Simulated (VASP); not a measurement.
# Co (Fd-3m) in VASP: single point with PBE

Aim: the single point of Co with PBE.

Program: VASP 6.6.1. These are calculated values, not measurements. Logs are shortened: lines on timing, memory, paths and dates and some standing lists are left out, and cuts for length are marked.

## Step 1: The cell of the first run

Symmetry: Fd-3m, No. 227, cubic system. The conventional cell has a = 6.512 Å, b = 6.512 Å, c = 6.512 Å, α = 90.00°, β = 90.00°, γ = 90.00°. Within 3.6 Å of Co (site symmetry -43m) lie 16 Co at 2.70 to 2.82 Å. Within 3.0 Å of Co (site symmetry -3m) lie 12 Co at 2.30 to 2.70 Å.

## Step 2: Single point, PBE, collinear spin, ferromagnetic start

File INCAR:

```
SYSTEM = Co
ALGO = Normal
EDIFF = 1E-7
ENCUT = 520
GGA = PE
ISIF = 2
ISMEAR = 0
ISPIN = 2
LASPH = .TRUE.
LCHARG = .TRUE.
LELF = .TRUE.
LMAXMIX = 4
LORBIT = 11
LREAL = .FALSE.
LVHAR = .TRUE.
LWAVE = .FALSE.
MAGMOM = 1.98 1.98 1.93 1.93 1.93 1.93
NBANDS = 40
NELM = 150
PREC = Accurate
SIGMA = 0.1
```

File KPOINTS:

```
k-points
0
G
  10 10 10
  0 0 0
```

File POSCAR:

```
Co
1.0
    0.0000000000      3.2560827030      3.2560827030
    3.2560827030      0.0000000000      3.2560827030
    3.2560827030      3.2560827030      0.0000000000
Co
6
Direct
    0.2500000000      0.2500000000      0.2500000000
    0.0000000000      0.0000000000      0.0000000000
    0.6250000000      0.6250000000      0.1250000000
    0.6250000000      0.1250000000      0.6250000000
    0.1250000000      0.6250000000      0.6250000000
    0.6250000000      0.6250000000      0.6250000000
```

Potentials or basis: VASP PAW PBE potentials, release 64 (Co).

On the command line:

```
> cat potpaw_PBE.64/Co/POTCAR > POTCAR
> mpirun -np 1 vasp_std > vasp.out
```

OUTCAR:

```text
SYSTEM = Co
   EDIFF = 1E-7
   ENCUT = 520
   GGA = PE
   ISIF = 2
   ISMEAR = 0
   ISPIN = 2
   LASPH = .TRUE.
   LORBIT = 11
   LREAL = .FALSE.
   NELM = 150
   PREC = Accurate

 ion  position               nearest neighbor table
   1  0.250  0.250  0.250-   4 2.70   5 2.70   4 2.70   5 2.70   3 2.70   6 2.70   3 2.70   6 2.70
                             6 2.70   3 2.70   4 2.70   5 2.70   2 2.82   2 2.82   2 2.82   2 2.82
   2  0.000  0.000  0.000-   3 2.70   6 2.70   3 2.70   6 2.70   4 2.70   5 2.70   4 2.70   5 2.70
                             6 2.70   3 2.70   5 2.70   4 2.70   1 2.82   1 2.82   1 2.82   1 2.82
   3  0.625  0.625  0.125-   6 2.30   4 2.30   5 2.30   6 2.30   4 2.30   5 2.30   2 2.70   1 2.70
                             2 2.70   1 2.70   1 2.70   2 2.70
   4  0.625  0.125  0.625-   6 2.30   3 2.30   3 2.30   5 2.30   6 2.30   5 2.30   2 2.70   1 2.70
                             2 2.70   1 2.70   2 2.70   1 2.70
   5  0.125  0.625  0.625-   6 2.30   3 2.30   4 2.30   3 2.30   4 2.30   6 2.30   2 2.70   1 2.70
                             2 2.70   1 2.70   1 2.70   2 2.70
   6  0.625  0.625  0.625-   3 2.30   4 2.30   5 2.30   3 2.30   4 2.30   5 2.30   2 2.70   1 2.70
                             2 2.70   1 2.70   2 2.70   1 2.70

  LATTYP: Found a face centered cubic cell.
 ALAT       =     6.5121654060

  Lattice vectors:

 A1 = (   0.0000000000,   3.2560827030,   3.2560827030)
 A2 = (   3.2560827030,   0.0000000000,   3.2560827030)
 A3 = (   3.2560827030,   3.2560827030,   0.0000000000)

Analysis of symmetry for initial positions (statically):
=====================================================================
 Subroutine PRICEL returns:
 Original cell was already a primitive cell.

 Routine SETGRP: Setting up the symmetry group for a
 face centered cubic supercell.

 Subroutine GETGRP returns: Found 48 space group operations
 (whereof 24 operations were pure point group operations)
 out of a pool of 48 trial point group operations.

The static configuration has the point symmetry T_d .
 The point group associated with its full space group is O_h .

Analysis of symmetry for dynamics (positions and initial velocities):
=====================================================================
 Subroutine PRICEL returns:
 Original cell was already a primitive cell.

 Routine SETGRP: Setting up the symmetry group for a
 face centered cubic supercell.

 Subroutine GETGRP returns: Found 48 space group operations
 (whereof 24 operations were pure point group operations)
 out of a pool of 48 trial point group operations.

The dynamic configuration has the point symmetry T_d .
 The point group associated with its full space group is O_h .

Analysis of structural, dynamic, and magnetic symmetry:
=====================================================================
 Subroutine PRICEL returns:
 Original cell was already a primitive cell.

 Routine SETGRP: Setting up the symmetry group for a
 face centered cubic supercell.

 Subroutine GETGRP returns: Found 48 space group operations
 (whereof 24 operations were pure point group operations)
 out of a pool of 48 trial point group operations.

The overall configuration has the point symmetry T_d .
 The point group associated with its full space group is O_h .

 Subroutine INISYM returns: Found 48 space group operations
 (whereof 24 operations are pure point group operations),
 and found     1 'primitive' translations

----------------------------------------------------------------------------------------

                                     Primitive cell

  volume of cell :      69.0425

  direct lattice vectors                    reciprocal lattice vectors
     0.000000000  3.256082703  3.256082703    -0.153558753  0.153558753  0.153558753
     3.256082703  0.000000000  3.256082703     0.153558753 -0.153558753  0.153558753
     3.256082703  3.256082703  0.000000000     0.153558753  0.153558753 -0.153558753

  length of vectors
     4.604796319  4.604796319  4.604796319     0.265971562  0.265971562  0.265971562

  position of ions in fractional coordinates (direct lattice)
     0.250000000  0.250000000  0.250000000
     0.000000000  0.000000000  0.000000000
     0.625000000  0.625000000  0.125000000
     0.625000000  0.125000000  0.625000000
     0.125000000  0.625000000  0.625000000
     0.625000000  0.625000000  0.625000000

  ion indices of the primitive-cell ions
   primitive index   ion index
                 1           1
                 2           2
                 3           3
                 4           4
                 5           5
                 6           6

----------------------------------------------------------------------------------------

 KPOINTS: k-points

Automatic generation of k-mesh.
 Grid dimensions read from file:
 generate k-points for:   10   10   10

 Generating k-lattice:

  Cartesian coordinates                     Fractional coordinates (reciprocal lattice)
    -0.015355875  0.015355875  0.015355875     0.100000000  0.000000000  0.000000000
     0.015355875 -0.015355875  0.015355875     0.000000000  0.100000000  0.000000000
     0.015355875  0.015355875 -0.015355875     0.000000000  0.000000000  0.100000000

  Length of vectors
     0.026597156  0.026597156  0.026597156

  Shift w.r.t. Gamma in fractional coordinates (k-lattice)
     0.000000000  0.000000000  0.000000000

 Subroutine IBZKPT returns following result:
 ===========================================

 Found     47 irreducible k-points:

 Following reciprocal coordinates:
            Coordinates               Weight
  0.000000  0.000000  0.000000      1.000000
  0.100000  0.000000  0.000000      8.000000
  0.200000  0.000000  0.000000      8.000000
  0.300000  0.000000  0.000000      8.000000
  0.400000  0.000000  0.000000      8.000000
  0.500000  0.000000  0.000000      4.000000
[... 16 lines left out ...]
  0.300000  0.300000  0.000000      6.000000
  0.400000  0.300000  0.000000     24.000000
 [... further k-points ...]
   k-points           NKPTS =     47   k-points in BZ     NKDIM =     47   number of bands    NBANDS=     40
   number of dos      NEDOS =    301   number of ions     NIONS =      6
   total plane-waves  NPLWV =  46656
   dimension x,y,z NGX =    36 NGY =   36 NGZ =   36
   dimension x,y,z NGXF=    72 NGYF=   72 NGZF=   72
   ions per type =               6
   NGX,Y,Z   is equivalent  to a cutoff of  13.00, 13.00, 13.00 a.u.
   NGXF,Y,Z  is equivalent  to a cutoff of  25.99, 25.99, 25.99 a.u.
 SYSTEM =  Co
   PREC   = accura    normal or accurate (medium, high low for compatibility)
   ISTART =      0    job   : 0-new  1-cont  2-samecut
   ICHARG =      2    charge: 1-file 2-atom 10-const
   ISPIN  =      2    spin polarized calculation?
   LNONCOLLINEAR =      F non collinear calculations
   LSORBIT =      F    spin-orbit coupling
   LASPH  =      T    aspherical Exc in radial PAW
   ENCUT  =  520.0 eV  38.22 Ry    6.18 a.u.   8.56  8.56  8.56*2*pi/ulx,y,z
   NELM   =    150;   NELMIN=  2; NELMDL= -5     # of ELM steps
   EDIFF  = 0.1E-06   stopping-criterion for ELM
   LREAL  =      F    real-space projection
   EDIFFG = 0.1E-05   stopping-criterion for IOM
   NSW    =      0    number of steps for IOM
   IBRION =     -1    ionic relax: 0-MD 1-quasi-New 2-CG
   NFREE  =      0    steps in history (QN), initial steepest desc. (CG)
   ISIF   =      2    stress and relaxation
   ISYM   =      2    0-nonsym 1-usesym 2-fastsym
   POTIM  = 0.5000    time-step for ionic-motion
   TEBEG  =    0.0;   TEEND  =   0.0 temperature during run
   PSTRESS=    0.0 pullay stress
   NELECT =      54.0000    total number of electrons
   NUPDOWN=      -1.0000    fix difference up-down
   EMIN   =  10.00;   EMAX   =-10.00  energy-range for DOS
   EFERMI =   0.00;   METHOD = LEGACY
   ISMEAR =     0;   SIGMA  =   0.10  broadening in eV -4-tet -1-fermi 0-gaus
   EFERMI_NEDOS =   21; number of points for ismear=-14 and -15
   IALGO  =     38    algorithm
   IMIX   =      4    mixing-type and parameters
     AMIX     =   0.40;   BMIX     =  1.00
     AMIX_MAG =   1.60;   BMIX_MAG =  1.00
  volume/ion in A,a.u.               =      11.51        77.65
  Fermi-wavevector in a.u.,A,eV,Ry     =   1.508345  2.850359 30.954674  2.275104
  Thomas-Fermi vector in A             =   2.618811
   LORBIT       =     11    0 simple, 1 ext, 2 COOP (PROOUT), +10 PAW based schemes
   GGA     = PE    functional components
   LHFCALC =     F    Hartree Fock is set to
   AEXX    =    0.0000 exact exchange contribution
   IVDW    =     0    specifies the selected vdW correction
   LEPSILON=     F    determine dielectric tensor
   LRPA    =     F    only Hartree local field effects (RPA)
 spin polarized calculation
 Gauss-broadening in eV      SIGMA  =   0.10
  energy-cutoff  :      520.00
  volume of cell :       69.04
 maximum number of plane-waves:      1876
 NGX is ok and might be reduce to    36
   NGX = 17   NGY = 17   NGZ = 17

 number of electron      54.0000012 magnetization       9.0319386

 number of electron      54.0000012 magnetization      10.3909589

 Free energy of the ion-electron system (eV)
  ---------------------------------------------------
  ext. energy  EPLUGINS =         0.00000000
  ---------------------------------------------------
  free energy    TOTEN  =       -41.05643498 eV

  energy without entropy =      -41.02338090  energy(sigma->0) =      -41.03990794

 E-fermi :   9.7691     XC(G=0): -13.0278

 val. band max:        9.7650055272   @ k =  -0.4000   0.2000   0.0000
 cond. band min:       9.7717979220   @ k =  -0.3000   0.5000   0.2000
 fundamental gap:      0.0067923949
 Fermi energy:         9.7691437854

 spin component 1

 k-point     1 :       0.0000    0.0000    0.0000
  band No.  band energies     occupation
      1       0.8277      1.00000
      2       3.5933      1.00000
      3       4.7208      1.00000
      4       4.7208      1.00000
      5       4.7208      1.00000
      6       5.3419      1.00000
[... 31 lines left out ...]
     38      15.9662      0.00000
     39      16.5321      0.00000
[... 964 lines left out ...]
     38      18.5637      0.00000
     39      19.9472      0.00000

 [... further k-points ...]

 spin component 2

 k-point     1 :       0.0000    0.0000    0.0000
  band No.  band energies     occupation
      1       0.8642      1.00000
      2       4.7660      1.00000
      3       5.9416      1.00000
      4       5.9416      1.00000
      5       5.9416      1.00000
      6       6.6271      1.00000
[... 31 lines left out ...]
     38      16.7631      0.00000
     39      17.3683      0.00000
[... 964 lines left out ...]
     38      19.1297      0.00000
     39      20.4912      0.00000

 [... further k-points ...]

 [bands above 39 left out]

------------------------ aborting loop because EDIFF is reached ----------------------------------------

  FORCE on cell =-STRESS in cart. coord.  units (eV):
  Direction    XX          YY          ZZ          XY          YZ          ZX
  --------------------------------------------------------------------------------------
  -------------------------------------------------------------------------------------
  Total       -0.3077028     -0.3077028     -0.3077028      0.0000000      0.0000000     -0.0000000
  in kB       -7.1404536     -7.1404536     -7.1404536      0.0000000      0.0000000     -0.0000000
  external PRESSURE =      -7.1404536 kB  Pullay stress =       0.0000000 kB

 VOLUME and BASIS-vectors are now :
 -----------------------------------------------------------------------------
  energy-cutoff  :      520.00
  volume of cell :       69.04
      direct lattice vectors                 reciprocal lattice vectors
     0.000000000  3.256082703  3.256082703    -0.153558753  0.153558753  0.153558753
     3.256082703  0.000000000  3.256082703     0.153558753 -0.153558753  0.153558753
     3.256082703  3.256082703  0.000000000     0.153558753  0.153558753 -0.153558753

 POSITION                                       TOTAL-FORCE (eV/Angst)
 -----------------------------------------------------------------------------------
      1.62804      1.62804      1.62804        -0.000000      0.000000      0.000000
      0.00000      0.00000      0.00000         0.000000     -0.000000     -0.000000
      2.44206      2.44206      4.07010         0.000000     -0.000000      0.000000
      2.44206      4.07010      2.44206         0.000000     -0.000000      0.000000
      4.07010      2.44206      2.44206         0.000000     -0.000000      0.000000
      4.07010      4.07010      4.07010         0.000000     -0.000000      0.000000
 -----------------------------------------------------------------------------------
    total drift:                                0.000000      0.000000      0.000000

  FREE ENERGIE OF THE ION-ELECTRON SYSTEM (eV)
  ---------------------------------------------------
  free  energy   TOTEN  =       -41.0564349800 eV

  energy  without entropy=      -41.0233809019  energy(sigma->0) =      -41.03990794

 total charge

# of ion       s       p       d       tot
------------------------------------------
    1        0.387   0.387   7.177   7.951
    2        0.387   0.387   7.177   7.951
    3        0.529   0.555   7.284   8.369
    4        0.529   0.555   7.284   8.369
    5        0.529   0.555   7.284   8.369
    6        0.529   0.555   7.284   8.369
--------------------------------------------------
tot          2.890   2.995  43.491  49.376

 magnetization (x)

# of ion       s       p       d       tot
------------------------------------------
    1       -0.006  -0.039   1.860   1.815
    2       -0.006  -0.039   1.860   1.815
    3       -0.008  -0.053   1.785   1.724
    4       -0.008  -0.053   1.785   1.724
    5       -0.008  -0.053   1.785   1.724
    6       -0.008  -0.053   1.785   1.724
--------------------------------------------------
tot         -0.046  -0.287  10.860  10.527
```

It took 8.8 min on 1 thread of AMD EPYC 7R43 (Zen 3), shared host; peak memory 0.31 GiB.

Results:

```
Free energy                                           : -41.0564 eV
Pressure                                              : -0.7 GPa
Net moment                                            : 10.39 μB per cell
Site moments                                          : Co +1.81, +1.72 μB
Valence electrons inside the program's atomic spheres : Co 7.95, 8.37
```
